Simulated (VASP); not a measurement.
# Cu (Fmmm) in VASP: a series of runs, part 2 of 2

VASP 6.6.1. Earlier steps stand in the parts before.

**4. Single point, PBEsol (strain +0.0150 x Voigt [0, 0, 0, 0, 0, 1])**

INCAR reads:

```
SYSTEM = Cu
  ALGO = Fast
  EDIFF = 1E-6
  ENCUT = 520
  GGA = PS
  ISIF = 2
  ISMEAR = 0
  LASPH = .TRUE.
  LCHARG = .FALSE.
  LREAL = .FALSE.
  LWAVE = .FALSE.
  NBANDS = 12
  NELM = 100
  PREC = Accurate
  SIGMA = 0.15
```

KPOINTS reads:

```
k-points
0
G
  30 30 30
  0 0 0
```

POSCAR reads:

```
Cu
1.0
   -1.4342535416      1.4342535416      1.3600071991
    1.4342535416     -1.4342535416      1.3600071991
    1.4559299176      1.4559299176     -1.3600071991
Cu
1
Direct
    0.0000000000      0.0000000000      0.0000000000
```

Potentials or basis: VASP PAW PBE potentials, release 64 (Cu).

Launch:

```sh
> cat potpaw_PBE.64/Cu/POTCAR > POTCAR
> mpirun -np 1 vasp_std > vasp.out
```

OUTCAR:

```text
SYSTEM = Cu
   EDIFF = 1E-6
   ENCUT = 520
   GGA = PS
   ISIF = 2
   ISMEAR = 0
   LASPH = .TRUE.
   LREAL = .FALSE.
   NELM = 100
   PREC = Accurate

 ion  position               nearest neighbor table
   1  0.000  0.000  0.000-

  LATTYP: Found a face centered orthorhombic cell.
 ALAT       =     2.7200143982
 B/A-ratio  =     1.4914191717
 C/A-ratio  =     1.5139595119

  Lattice vectors:

 A1 = (   2.8901834592,   0.0216763760,   0.0000000000)
 A2 = (   1.4559299176,   1.4559299176,   1.3600071991)
 A3 = (   1.4342535416,  -1.4342535416,   1.3600071991)

Analysis of symmetry for initial positions (statically):
=====================================================================
 Subroutine PRICEL returns:
 Original cell was already a primitive cell.

 Routine SETGRP: Setting up the symmetry group for a
 face centered orthorhombic supercell.

 Subroutine GETGRP returns: Found  8 space group operations
 (whereof  8 operations were pure point group operations)
 out of a pool of  8 trial point group operations.

The static configuration has the point symmetry D_2h.

Analysis of symmetry for dynamics (positions and initial velocities):
=====================================================================
 Subroutine PRICEL returns:
 Original cell was already a primitive cell.

 Routine SETGRP: Setting up the symmetry group for a
 face centered orthorhombic supercell.

 Subroutine GETGRP returns: Found  8 space group operations
 (whereof  8 operations were pure point group operations)
 out of a pool of  8 trial point group operations.

The dynamic configuration has the point symmetry D_2h.

 Subroutine INISYM returns: Found  8 space group operations
 (whereof  8 operations are pure point group operations),
 and found     1 'primitive' translations

----------------------------------------------------------------------------------------

                                     Primitive cell

  volume of cell :      11.3597

  direct lattice vectors                    reciprocal lattice vectors
    -1.434253542  1.434253542  1.360007199    -0.002595137  0.346018261  0.367645113
     1.434253542 -1.434253542  1.360007199     0.346018261 -0.002595137  0.367645113
     1.455929918  1.455929918 -1.360007199     0.343423124  0.343423124  0.000000000

  length of vectors
     2.442086408  2.442086408  2.467606823     0.504874539  0.504874539  0.485673639

  position of ions in fractional coordinates (direct lattice)
     0.000000000  0.000000000  0.000000000

  ion indices of the primitive-cell ions
   primitive index   ion index
                 1           1

----------------------------------------------------------------------------------------

 KPOINTS: k-points

Automatic generation of k-mesh.
 Grid dimensions read from file:
 generate k-points for:   30   30   30

 Generating k-lattice:

  Cartesian coordinates                     Fractional coordinates (reciprocal lattice)
    -0.000086505  0.011533942  0.012254837     0.033333333  0.000000000  0.000000000
     0.011533942 -0.000086505  0.012254837     0.000000000  0.033333333  0.000000000
     0.011447437  0.011447437  0.000000000     0.000000000  0.000000000  0.033333333

  Length of vectors
     0.016829151  0.016829151  0.016189121

  Shift w.r.t. Gamma in fractional coordinates (k-lattice)
     0.000000000  0.000000000  0.000000000

 Subroutine IBZKPT returns following result:
 ===========================================

 Found   3736 irreducible k-points:

 Following reciprocal coordinates:
            Coordinates               Weight
  0.000000  0.000000  0.000000      1.000000
  0.033333 -0.000000  0.000000      8.000000
  0.066667 -0.000000  0.000000      8.000000
  0.100000  0.000000  0.000000      8.000000
  0.133333 -0.000000  0.000000      8.000000
  0.166667 -0.000000  0.000000      8.000000
[... 16 lines left out ...]
  0.233333  0.033333  0.000000      8.000000
  0.266667  0.033333  0.000000      8.000000
 [... further k-points ...]
   k-points           NKPTS =   3736   k-points in BZ     NKDIM =   3736   number of bands    NBANDS=     12
   number of dos      NEDOS =    301   number of ions     NIONS =      1
   total plane-waves  NPLWV =   5832
   dimension x,y,z NGX =    18 NGY =   18 NGZ =   18
   dimension x,y,z NGXF=    36 NGYF=   36 NGZF=   36
   ions per type =               1
   NGX,Y,Z   is equivalent  to a cutoff of  12.25, 12.25, 12.13 a.u.
   NGXF,Y,Z  is equivalent  to a cutoff of  24.51, 24.51, 24.25 a.u.
 SYSTEM =  Cu
   PREC   = accura    normal or accurate (medium, high low for compatibility)
   ISTART =      0    job   : 0-new  1-cont  2-samecut
   ICHARG =      2    charge: 1-file 2-atom 10-const
   ISPIN  =      1    spin polarized calculation?
   LNONCOLLINEAR =      F non collinear calculations
   LSORBIT =      F    spin-orbit coupling
   LASPH  =      T    aspherical Exc in radial PAW
   ENCUT  =  520.0 eV  38.22 Ry    6.18 a.u.   4.54  4.54  4.59*2*pi/ulx,y,z
   NELM   =    100;   NELMIN=  2; NELMDL= -5     # of ELM steps
   EDIFF  = 0.1E-05   stopping-criterion for ELM
   LREAL  =      F    real-space projection
   EDIFFG = 0.1E-04   stopping-criterion for IOM
   NSW    =      0    number of steps for IOM
   IBRION =     -1    ionic relax: 0-MD 1-quasi-New 2-CG
   NFREE  =      0    steps in history (QN), initial steepest desc. (CG)
   ISIF   =      2    stress and relaxation
   ISYM   =      2    0-nonsym 1-usesym 2-fastsym
   POTIM  = 0.5000    time-step for ionic-motion
   TEBEG  =    0.0;   TEEND  =   0.0 temperature during run
   PSTRESS=    0.0 pullay stress
   NELECT =      11.0000    total number of electrons
   NUPDOWN=      -1.0000    fix difference up-down
   EMIN   =  10.00;   EMAX   =-10.00  energy-range for DOS
   EFERMI =   0.00;   METHOD = LEGACY
   ISMEAR =     0;   SIGMA  =   0.15  broadening in eV -4-tet -1-fermi 0-gaus
   EFERMI_NEDOS =   21; number of points for ismear=-14 and -15
   IALGO  =     68    algorithm
   IMIX   =      4    mixing-type and parameters
     AMIX     =   0.40;   BMIX     =  1.00
     AMIX_MAG =   1.60;   BMIX_MAG =  1.00
  volume/ion in A,a.u.               =      11.36        76.66
  Fermi-wavevector in a.u.,A,eV,Ry     =   1.619633  3.060662 35.690938  2.623210
  Thomas-Fermi vector in A             =   2.713702
   LORBIT       =      0    0 simple, 1 ext, 2 COOP (PROOUT), +10 PAW based schemes
   GGA     = PS    functional components
   LHFCALC =     F    Hartree Fock is set to
   AEXX    =    0.0000 exact exchange contribution
   IVDW    =     0    specifies the selected vdW correction
   LEPSILON=     F    determine dielectric tensor
   LRPA    =     F    only Hartree local field effects (RPA)
 non-spin polarized calculation
 RMM-DIIS sequential band-by-band and
 Gauss-broadening in eV      SIGMA  =   0.15
  energy-cutoff  :      520.00
  volume of cell :       11.36
 maximum number of plane-waves:       321
   NGX =  9   NGY =  9   NGZ =  9

 number of electron      11.0000009 magnetization

 Free energy of the ion-electron system (eV)
  ---------------------------------------------------
  ext. energy  EPLUGINS =         0.00000000
  ---------------------------------------------------
  free energy    TOTEN  =        -4.27136477 eV

  energy without entropy =       -4.26749242  energy(sigma->0) =       -4.26942860

 E-fermi :   7.8851     XC(G=0): -13.1374

 val. band max:        7.8829749306   @ k =   0.1667   0.0333   0.3000
 cond. band min:       7.8861338307   @ k =  -0.2333  -0.3333   0.2000
 fundamental gap:      0.0031589002
 Fermi energy:         7.8850932363

 k-point     1 :       0.0000    0.0000    0.0000
  band No.  band energies     occupation
      1      -1.7934      2.00000
      2       4.4978      2.00000
      3       4.7052      2.00000
      4       4.8090      2.00000
      5       5.5881      2.00000
      6       5.8614      2.00000
      7      32.2994      0.00000
      8      32.9738      0.00000
      9      34.3160      0.00000
     10      36.4903      0.00000
     11      36.8364      0.00000
     12      37.3028      0.00000
[... 331 lines left out ...]
 k-point    24 :       0.2667    0.0333    0.0000
  band No.  band energies     occupation
      1       1.1468      2.00000
      2       4.1224      2.00000
      3       4.6444      2.00000
      4       5.6384      2.00000
      5       5.7251      2.00000
      6       5.8252      2.00000
      7      20.4651      0.00000
      8      26.9591      0.00000
      9      27.8116      0.00000
     10      30.4758      0.00000
     11      33.1156      0.00000
     12      38.2390      0.00000

 [... further k-points ...]

------------------------ aborting loop because EDIFF is reached ----------------------------------------

  FORCE on cell =-STRESS in cart. coord.  units (eV):
  Direction    XX          YY          ZZ          XY          YZ          ZX
  --------------------------------------------------------------------------------------
  -------------------------------------------------------------------------------------
  Total        0.0626945      0.0626945      0.0739277     -0.1281799      0.0000000      0.0000000
  in kB        8.8424411      8.8424411     10.4267789    -18.0785193      0.0000000      0.0000000
  external PRESSURE =       9.3705537 kB  Pullay stress =       0.0000000 kB

 VOLUME and BASIS-vectors are now :
 -----------------------------------------------------------------------------
  energy-cutoff  :      520.00
  volume of cell :       11.36
      direct lattice vectors                 reciprocal lattice vectors
    -1.434253542  1.434253542  1.360007199    -0.002595137  0.346018261  0.367645113
     1.434253542 -1.434253542  1.360007199     0.346018261 -0.002595137  0.367645113
     1.455929918  1.455929918 -1.360007199     0.343423124  0.343423124  0.000000000

 POSITION                                       TOTAL-FORCE (eV/Angst)
 -----------------------------------------------------------------------------------
      0.00000      0.00000      0.00000        -0.000000      0.000000     -0.000000
 -----------------------------------------------------------------------------------
    total drift:                                0.000000      0.000000      0.000000

  FREE ENERGIE OF THE ION-ELECTRON SYSTEM (eV)
  ---------------------------------------------------
  free  energy   TOTEN  =        -4.2713647739 eV

  energy  without entropy=       -4.2674924200  energy(sigma->0) =       -4.26942860
```

OSZICAR:

```text
N       E                     dE             d eps       ncg     rms          rms(c)
DAV:   1     0.417978696861E+02    0.41798E+02   -0.54081E+03100008   0.155E+03
DAV:   2    -0.404406748018E+01   -0.45842E+02   -0.42341E+02 92744   0.205E+02
DAV:   3    -0.535224340938E+01   -0.13082E+01   -0.12988E+01103516   0.396E+01
DAV:   4    -0.535991778363E+01   -0.76744E-02   -0.76733E-02100916   0.270E+00
DAV:   5    -0.535998744123E+01   -0.69658E-04   -0.69657E-04104128   0.261E-01    0.831E+00
RMM:   6    -0.464861918567E+01    0.71137E+00   -0.34815E+00112426   0.346E+01    0.454E+00
RMM:   7    -0.428888804373E+01    0.35973E+00   -0.47920E-01111366   0.124E+01    0.109E+00
RMM:   8    -0.427358476794E+01    0.15303E-01   -0.16670E-02115335   0.130E+00    0.354E-01
RMM:   9    -0.427129016743E+01    0.22946E-02   -0.42887E-03116247   0.124E+00    0.222E-02
RMM:  10    -0.427135551629E+01   -0.65349E-04   -0.51214E-04117960   0.302E-01    0.105E-02
RMM:  11    -0.427136312338E+01   -0.76071E-05   -0.81196E-05123617   0.117E-01    0.110E-02
RMM:  12    -0.427136443305E+01   -0.13097E-05   -0.16557E-05121834   0.493E-02    0.356E-03
RMM:  13    -0.427136477388E+01   -0.34083E-06   -0.29075E-06 90351   0.177E-02
   1 F= -.42713648E+01 E0= -.42694286E+01  d E =-.387235E-02
```

It took 3.4 min on 1 thread of Intel Xeon 6975P-C (Granite Rapids), shared host; peak memory 0.56 GiB.

What came out:

| Item | Value |
| --- | --- |
| Free energy | -4.2714 eV |
| Pressure | 0.9 GPa |
| Band gap on the k mesh | zero (an odd number of electrons rules out a gap without spin polarisation) |

Caveat: the cell differs from its parent crystal (strain +0.0150 x Voigt [0, 0, 0, 0, 0, 1]); the PAW data sets were made with another functional, which shifts forces and pressure a little.

**5. Single point, PBEsol (strain +0.0050 x Voigt [0, 0, 0, 0, 0, 1])**

INCAR reads:

```
SYSTEM = Cu
ALGO = Fast ; EDIFF = 1E-7
ENCUT = 520 ; GGA = PS
ISIF = 2 ; ISMEAR = 0
LASPH = .True. ; LCHARG = .False.
LREAL = .False. ; LWAVE = .False.
NBANDS = 12 ; NELM = 100
PREC = Accurate ; SIGMA = 0.15
```

KPOINTS reads:

```
k-points
0
Gamma
  30 30 30
  0 0 0
```

POSCAR reads:

```
Cu
1.0
   -1.4414790003      1.4414790003      1.3600071991
    1.4414790003     -1.4414790003      1.3600071991
    1.4487044589      1.4487044589     -1.3600071991
Cu
1
Direct
    0.0000000000      0.0000000000      0.0000000000
```

Launch:

```sh
> cat potpaw_PBE.64/Cu/POTCAR > POTCAR
> mpirun -np 1 vasp_std > vasp.out
```

Wall time 3.9 min (1 thread of Intel Xeon 6975P-C (Granite Rapids), shared host); peak memory 0.57 GiB.

Results (log left out):

* Free energy: -4.2722 eV
* Pressure: 1.1 GPa
* Band gap on the k mesh: zero (an odd number of electrons rules out a gap without spin polarisation)

Stress tensor (GPa, compression positive):
```
 1.06 -0.60  0.00
-0.60  1.06  0.00
 0.00  0.00  1.19
```

Levels at points of the mesh, in eV from the Fermi level:
```
           k point  band 1  band 2  band 3  band 4  band 5  band 6  band 7  band 8  band 9  band 10
(0.00, 0.00, 0.00)   -9.68   -3.39   -3.14   -3.11   -2.30   -2.02   24.65   24.88   26.43    28.86
(0.50, 0.00, 0.00)   -5.25   -4.08   -2.18   -1.91   -1.37   -0.55    4.79   17.25   17.47    21.35
(0.50, 0.50, 0.00)   -5.29   -3.75   -2.38   -2.11   -1.39   -0.99    4.17   18.87   19.21    22.81
(0.00, 0.00, 0.50)   -5.31   -3.77   -2.37   -2.09   -1.40   -1.06    4.06   18.95   19.32    22.89
(0.50, 0.50, 0.50)   -4.88   -4.82   -1.58   -1.56   -1.51    7.55    7.58    9.95   13.28    14.01
```

Caveat: the cell differs from its parent crystal (strain +0.0050 x Voigt [0, 0, 0, 0, 0, 1]); the PAW data sets were made with another functional, which shifts forces and pressure a little.

**6. The runs side by side**

| cell | further INCAR settings | gap on the mesh (eV) | pressure (GPa) |
| --- | --- | --- | --- |
| a = 2.425, b = 2.425, c = 2.485 Å, angles 107.9, 107.9, 111.8°, 1 atom | ALGO = Fast; EDIFF = 1e-06; NBANDS = 12 | none | 1.1 |
| a = 2.434, b = 2.434, c = 2.476 Å, angles 107.9, 107.9, 112.0°, 1 atom | ALGO = Fast; EDIFF = 1e-07; NBANDS = 12 | none | 1.2 |
| a = 2.442, b = 2.442, c = 2.468 Å, angles 107.9, 107.9, 112.3°, 1 atom | ALGO = Fast; EDIFF = 1e-06; NBANDS = 12 | none | 0.9 |
| a = 2.451, b = 2.451, c = 2.459 Å, angles 107.9, 107.9, 112.6°, 1 atom | ALGO = Fast; EDIFF = 1e-07; NBANDS = 12 | none | 1.1 |

Alike in all rows: task single point; level PBEsol; potentials or basis VASP PAW PBE potentials, release 64 (Cu); no spin polarisation; k mesh 30 × 30 × 30; cutoff (eV) 520; smearing gaussian 0.15 eV.

Caveats: the PAW data sets were made with another functional, which shifts forces and pressure a little.

Absolute energies hang on the potentials; compare differences alone.
